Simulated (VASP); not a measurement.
Wanted: the native input for a VASP 6.6.1 run.

```
Task                   : single point
Functional             : PBEsol
Potentials or basis    : VASP PAW PBE potentials, release 64 (Sc_sv)
Cutoff                 : 500 eV
k mesh                 : 15 × 15 × 15
Occupations            : fermi-dirac, width 0.05 eV
Spin                   : no spin polarisation
Dipole correction      : no
Further INCAR settings : ALGO = Normal; EDIFF = 1e-06; NBANDS = 12
```

The structure of Sc lies in POSCAR:

```
Sc
1.0
    0.0000000000      2.2760934531      2.2760934531
    2.2760934531      0.0000000000      2.2760934531
    2.2760934531      2.2760934531      0.0000000000
Sc
1
Direct
    0.0000000000      0.0000000000      0.0000000000
```

These files were run (other wordings do the same):

INCAR

```
SYSTEM = Sc
PREC = Accurate
ENCUT = 500
EDIFF = 1E-6
ISMEAR = -1
SIGMA = 0.05
LREAL = .False.
LASPH = .True.
NELM = 120
ALGO = Normal
ISIF = 2
LWAVE = .False.
LCHARG = .True.
GGA = PS
LELF = .True.
LVHAR = .True.
NBANDS = 12
GGA_COMPAT = .False.
```

KPOINTS

```
regular mesh
0
Gamma
  15 15 15
  0 0 0
```

Potentials or basis: VASP PAW PBE potentials, release 64 (Sc_sv).

The run is started by

```console
$ cat potpaw_PBE.64/Sc_sv/POTCAR > POTCAR
$ mpirun -np 1 vasp_std > vasp.out
```

Results of the run:

- Pressure: 0.0 GPa

Caveat: the PAW data sets were made with another functional, which shifts forces and pressure a little.

Wall time 13 s on 1 thread of Intel(R) Xeon(R) Platinum 8559C (Emerald Rapids), on a shared host, peak memory 0.16 GiB.
